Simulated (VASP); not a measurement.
# Be (Pm-3m) in VASP: notebook, part 2 of 2

VASP 6.6.1. Earlier steps stand in the parts before.

## (3) Single point, LDA (8.84 Å³/atom)

This run uses another cell than the first one, of 8.84 Å³/atom.

INCAR reads:

```
SYSTEM = Be
PREC = Accurate
ENCUT = 600
EDIFF = 1E-6
ISMEAR = -1
SIGMA = 0.1
LREAL = .FALSE.
LASPH = .TRUE.
NELM = 120
ALGO = Normal
ISIF = 2
LWAVE = .FALSE.
LCHARG = .TRUE.
GGA = CA
LELF = .TRUE.
LVHAR = .TRUE.
NBANDS = 7
GGA_COMPAT = .FALSE.
```

KPOINTS reads:

```
regular mesh
0
G
  21 21 21
  0 0 0
```

POSCAR reads:

```
Be
1.0
    2.0675056490      0.0000000000      0.0000000000
    0.0000000000      2.0675056490      0.0000000000
    0.0000000000      0.0000000000      2.0675056490
Be
1
Direct
    0.0000000000      0.0000000000      0.0000000000
```

Potentials or basis: VASP PAW LDA potentials, release 64 (Be).

Command:

```bash
> cat potpaw_LDA.64/Be/POTCAR > POTCAR
> mpirun -np 1 vasp_std > vasp.out
```

OUTCAR:

```text
SYSTEM = Be
   PREC = Accurate
   ENCUT = 600
   EDIFF = 1E-6
   ISMEAR = -1
   LREAL = .FALSE.
   LASPH = .TRUE.
   NELM = 120
   ISIF = 2
   GGA = CA

 ion  position               nearest neighbor table
   1  0.000  0.000  0.000-

  LATTYP: Found a simple cubic cell.
 ALAT       =     2.0675056490

  Lattice vectors:

 A1 = (   2.0675056490,   0.0000000000,   0.0000000000)
 A2 = (   0.0000000000,   2.0675056490,   0.0000000000)
 A3 = (   0.0000000000,   0.0000000000,   2.0675056490)

Analysis of symmetry for initial positions (statically):
=====================================================================
 Subroutine PRICEL returns:
 Original cell was already a primitive cell.

 Routine SETGRP: Setting up the symmetry group for a
 simple cubic supercell.

 Subroutine GETGRP returns: Found 48 space group operations
 (whereof 48 operations were pure point group operations)
 out of a pool of 48 trial point group operations.

The static configuration has the point symmetry O_h .

Analysis of symmetry for dynamics (positions and initial velocities):
=====================================================================
 Subroutine PRICEL returns:
 Original cell was already a primitive cell.

 Routine SETGRP: Setting up the symmetry group for a
 simple cubic supercell.

 Subroutine GETGRP returns: Found 48 space group operations
 (whereof 48 operations were pure point group operations)
 out of a pool of 48 trial point group operations.

The dynamic configuration has the point symmetry O_h .

 Subroutine INISYM returns: Found 48 space group operations
 (whereof 48 operations are pure point group operations),
 and found     1 'primitive' translations

----------------------------------------------------------------------------------------

                                     Primitive cell

  volume of cell :       8.8377

  direct lattice vectors                    reciprocal lattice vectors
     2.067505649  0.000000000  0.000000000     0.483674616  0.000000000  0.000000000
     0.000000000  2.067505649  0.000000000     0.000000000  0.483674616  0.000000000
     0.000000000  0.000000000  2.067505649     0.000000000  0.000000000  0.483674616

  length of vectors
     2.067505649  2.067505649  2.067505649     0.483674616  0.483674616  0.483674616

  position of ions in fractional coordinates (direct lattice)
     0.000000000  0.000000000  0.000000000

  ion indices of the primitive-cell ions
   primitive index   ion index
                 1           1

----------------------------------------------------------------------------------------

 KPOINTS: regular mesh

Automatic generation of k-mesh.
 Grid dimensions read from file:
 generate k-points for:   21   21   21

 Generating k-lattice:

  Cartesian coordinates                     Fractional coordinates (reciprocal lattice)
     0.023032125  0.000000000  0.000000000     0.047619048  0.000000000  0.000000000
     0.000000000  0.023032125  0.000000000     0.000000000  0.047619048  0.000000000
     0.000000000  0.000000000  0.023032125     0.000000000  0.000000000  0.047619048

  Length of vectors
     0.023032125  0.023032125  0.023032125

  Shift w.r.t. Gamma in fractional coordinates (k-lattice)
     0.000000000  0.000000000  0.000000000

 Subroutine IBZKPT returns following result:
 ===========================================

 Found    286 irreducible k-points:

 Following reciprocal coordinates:
            Coordinates               Weight
  0.000000  0.000000  0.000000      1.000000
  0.047619  0.000000  0.000000      6.000000
  0.095238  0.000000  0.000000      6.000000
  0.142857  0.000000  0.000000      6.000000
  0.190476  0.000000  0.000000      6.000000
  0.238095  0.000000  0.000000      6.000000
[... 16 lines left out ...]
  0.142857  0.095238  0.000000     24.000000
  0.190476  0.095238  0.000000     24.000000
 [... further k-points ...]
   k-points           NKPTS =    286   k-points in BZ     NKDIM =    286   number of bands    NBANDS=      7
   number of dos      NEDOS =    301   number of ions     NIONS =      1
   total plane-waves  NPLWV =   5832
   dimension x,y,z NGX =    18 NGY =   18 NGZ =   18
   dimension x,y,z NGXF=    36 NGYF=   36 NGZF=   36
   ions per type =               1
   NGX,Y,Z   is equivalent  to a cutoff of  14.47, 14.47, 14.47 a.u.
   NGXF,Y,Z  is equivalent  to a cutoff of  28.95, 28.95, 28.95 a.u.
 SYSTEM =  Be
   PREC   = accura    normal or accurate (medium, high low for compatibility)
   ISTART =      0    job   : 0-new  1-cont  2-samecut
   ICHARG =      2    charge: 1-file 2-atom 10-const
   ISPIN  =      1    spin polarized calculation?
   LNONCOLLINEAR =      F non collinear calculations
   LSORBIT =      F    spin-orbit coupling
   LASPH  =      T    aspherical Exc in radial PAW
   ENCUT  =  600.0 eV  44.10 Ry    6.64 a.u.   4.13  4.13  4.13*2*pi/ulx,y,z
   NELM   =    120;   NELMIN=  2; NELMDL= -5     # of ELM steps
   EDIFF  = 0.1E-05   stopping-criterion for ELM
   LREAL  =      F    real-space projection
   EDIFFG = 0.1E-04   stopping-criterion for IOM
   NSW    =      0    number of steps for IOM
   IBRION =     -1    ionic relax: 0-MD 1-quasi-New 2-CG
   NFREE  =      0    steps in history (QN), initial steepest desc. (CG)
   ISIF   =      2    stress and relaxation
   ISYM   =      2    0-nonsym 1-usesym 2-fastsym
   POTIM  = 0.5000    time-step for ionic-motion
   TEBEG  =    0.0;   TEEND  =   0.0 temperature during run
   PSTRESS=    0.0 pullay stress
   NELECT =       2.0000    total number of electrons
   NUPDOWN=      -1.0000    fix difference up-down
   EMIN   =  10.00;   EMAX   =-10.00  energy-range for DOS
   EFERMI =   0.00;   METHOD = LEGACY
   ISMEAR =    -1;   SIGMA  =   0.10  broadening in eV -4-tet -1-fermi 0-gaus
   EFERMI_NEDOS =   21; number of points for ismear=-14 and -15
   IALGO  =     38    algorithm
   IMIX   =      4    mixing-type and parameters
     AMIX     =   0.40;   BMIX     =  1.00
     AMIX_MAG =   1.60;   BMIX_MAG =  1.00
  volume/ion in A,a.u.               =       8.84        59.64
  Fermi-wavevector in a.u.,A,eV,Ry     =   0.997634  1.885256 13.541533  0.995275
  Thomas-Fermi vector in A             =   2.129804
   LORBIT       =      0    0 simple, 1 ext, 2 COOP (PROOUT), +10 PAW based schemes
   GGA     = CA    functional components
   LHFCALC =     F    Hartree Fock is set to
   AEXX    =    0.0000 exact exchange contribution
   IVDW    =     0    specifies the selected vdW correction
   LEPSILON=     F    determine dielectric tensor
   LRPA    =     F    only Hartree local field effects (RPA)
 non-spin polarized calculation
  energy-cutoff  :      600.00
  volume of cell :        8.84
 maximum number of plane-waves:       308
 NGX is ok and might be reduce to    18
   NGX =  9   NGY =  9   NGZ =  9

 number of electron       2.0000000 magnetization

 Free energy of the ion-electron system (eV)
  ---------------------------------------------------
  ext. energy  EPLUGINS =         0.00000000
  ---------------------------------------------------
  free energy    TOTEN  =        -3.12205256 eV

  energy without entropy =       -3.11052148  energy(sigma->0) =       -3.11628702

 E-fermi :   5.7780     XC(G=0): -10.2467

 val. band max:        5.7611056322   @ k =   0.4286   0.1905   0.0000
 cond. band min:       5.7878635091   @ k =   0.4762   0.3333   0.0000
 fundamental gap:      0.0267578769
 Fermi energy:         5.7780471459

 k-point     1 :       0.0000    0.0000    0.0000
  band No.  band energies     occupation
      1      -4.6819      2.00000
      2      20.5715      0.00000
      3      20.5715      0.00000
      4      20.5715      0.00000
      5      26.7076      0.00000
      6      26.7076      0.00000
      7      37.0804      0.00000
[... 221 lines left out ...]
 k-point    24 :       0.1905    0.0952    0.0000
  band No.  band energies     occupation
      1      -3.5030      2.00000
      2      13.5684      0.00000
      3      19.3241      0.00000
      4      21.7850      0.00000
      5      30.2379      0.00000
      6      34.3849      0.00000
      7      36.6657      0.00000

 [... further k-points ...]

------------------------ aborting loop because EDIFF is reached ----------------------------------------

  FORCE on cell =-STRESS in cart. coord.  units (eV):
  Direction    XX          YY          ZZ          XY          YZ          ZX
  --------------------------------------------------------------------------------------
  -------------------------------------------------------------------------------------
  Total        0.5750012      0.5750012      0.5750012      0.0000000     -0.0000000      0.0000000
  in kB      104.2411524    104.2411524    104.2411524      0.0000000     -0.0000000      0.0000000
  external PRESSURE =     104.2411524 kB  Pullay stress =       0.0000000 kB

 VOLUME and BASIS-vectors are now :
 -----------------------------------------------------------------------------
  energy-cutoff  :      600.00
  volume of cell :        8.84
      direct lattice vectors                 reciprocal lattice vectors
     2.067505649  0.000000000  0.000000000     0.483674616  0.000000000  0.000000000
     0.000000000  2.067505649  0.000000000     0.000000000  0.483674616  0.000000000
     0.000000000  0.000000000  2.067505649     0.000000000  0.000000000  0.483674616

 POSITION                                       TOTAL-FORCE (eV/Angst)
 -----------------------------------------------------------------------------------
      0.00000      0.00000      0.00000         0.000000      0.000000      0.000000
 -----------------------------------------------------------------------------------
    total drift:                               -0.000000     -0.000000     -0.000000

  FREE ENERGIE OF THE ION-ELECTRON SYSTEM (eV)
  ---------------------------------------------------
  free  energy   TOTEN  =        -3.1220525642 eV

  energy  without entropy=       -3.1105214750  energy(sigma->0) =       -3.11628702
```

stdout:

```text
POSCAR found type information on POSCAR Be
 POSCAR found :  1 types and       1 ions
 scaLAPACK will be used
 LDA part: xc-table for (Slater(with rela. corr.)+CA(PZ))
 , standard interpolation
 POSCAR, INCAR and KPOINTS ok, starting setup
 FFT: planning ... GRIDC
 FFT: planning ... GRID_SOFT
 FFT: planning ... GRID
 WAVECAR not read
 entering main loop
```

Wall time 12 s (1 thread of Intel Xeon 8259CL, shared host); peak memory 0.12 GiB.

What came out:

```yaml
Free_energy: -3.1221 eV
Pressure: 10.4 GPa
Band_gap_on_the_k_mesh: zero (bands 1 and 2 overlap by 6.89 eV)
```

Levels at points of the mesh, in eV from the Fermi level:
| k point | band 1 | band 2 | band 3 | band 4 | band 5 |
| --- | --- | --- | --- | --- | --- |
| (0.00, 0.00, 0.00) | -10.46 | 14.79 | 14.79 | 14.79 | 20.93 |

Caveat: the cell stands under pressure.

## (4) Single point, LDA (8.84 Å³/atom)

This run uses another cell than the first one, of 8.84 Å³/atom.

INCAR reads:

```
  ALGO = Normal
  EDIFF = 1E-6
  ENCUT = 600
  GGA = CA
  GGA_COMPAT = False
  ISIF = 2
  ISMEAR = -1
  LASPH = True
  LCHARG = False
  LREAL = False
  LWAVE = False
  NBANDS = 7
  NELM = 120
  PREC = Accurate
  SIGMA = 0.1
```

KPOINTS reads:

```
k-points
0
Gamma
  21 21 21
```

POSCAR is that of step 3.

Command:

```bash
> cat potpaw_LDA.64/Be/POTCAR > POTCAR
> mpirun -np 1 vasp_std > vasp.out
```

Wall time 14 s (1 thread of Intel Xeon 8259CL, shared host); peak memory 0.12 GiB.

Results (log left out):

* Free energy: -3.1221 eV
* Pressure: 10.4 GPa
* Band gap on the k mesh: zero (bands 1 and 2 overlap by 6.89 eV)

Levels at points of the mesh, in eV from the Fermi level:
```
           k point  band 1  band 2  band 3  band 4  band 5
(0.00, 0.00, 0.00)  -10.46   14.79   14.79   14.79   20.93
```

Caveat: the cell stands under pressure.

## (5) Single point, LDA

This run uses another cell than the first one, of 9.82 Å³/atom.

INCAR reads:

```
SYSTEM = Be
PREC = Accurate
ENCUT = 600
EDIFF = 1E-6
ISMEAR = -1
SIGMA = 0.1
LREAL = .False.
LASPH = .True.
NELM = 120
ALGO = Normal
ISIF = 2
LWAVE = .False.
LCHARG = .False.
GGA = CA
NBANDS = 7
GGA_COMPAT = .False.
```

KPOINTS reads:

```
Automatic mesh
0
Gamma
  21 21 21
  0 0 0
```

POSCAR reads:

```
Be
1.0
    2.1414069196      0.0000000000      0.0000000000
    0.0000000000      2.1414069196      0.0000000000
    0.0000000000      0.0000000000      2.1414069196
Be
1
Direct
    0.0000000000      0.0000000000      0.0000000000
```

Command:

```bash
> cat potpaw_LDA.64/Be/POTCAR > POTCAR
> mpirun -np 1 vasp_std > vasp.out
```

Wall time 13 s (1 thread of Intel Xeon 8259CL, shared host); peak memory 0.12 GiB.

The run converged. Its results:

```
Free energy            : -3.1525 eV
Pressure               : 0.2 GPa
Band gap on the k mesh : zero (bands 1 and 2 overlap by 6.65 eV)
```

Levels at points of the mesh, in eV from the Fermi level:
```
           k point  band 1  band 2  band 3  band 4
(0.00, 0.00, 0.00)   -9.82   13.76   13.76   13.76
```

## (6) Overview

| cell | gap on the mesh (eV) | pressure (GPa) |
| --- | --- | --- |
| a = 1.988 Å, 1 atom | none | 26.5 |
| a = 2.068 Å, 1 atom | none | 10.4 |
| a = 2.141 Å, 1 atom | none | 0.2 |

Alike in all rows: task single point; level LDA; potentials or basis VASP PAW LDA potentials, release 64 (Be); no spin polarisation; k mesh 21 × 21 × 21; cutoff (eV) 600; smearing fermi-dirac 0.1 eV.

Caveats: the cell stands under pressure (at least some runs).

Total energies depend on the potentials used, so only differences within one code and one set of settings carry meaning.
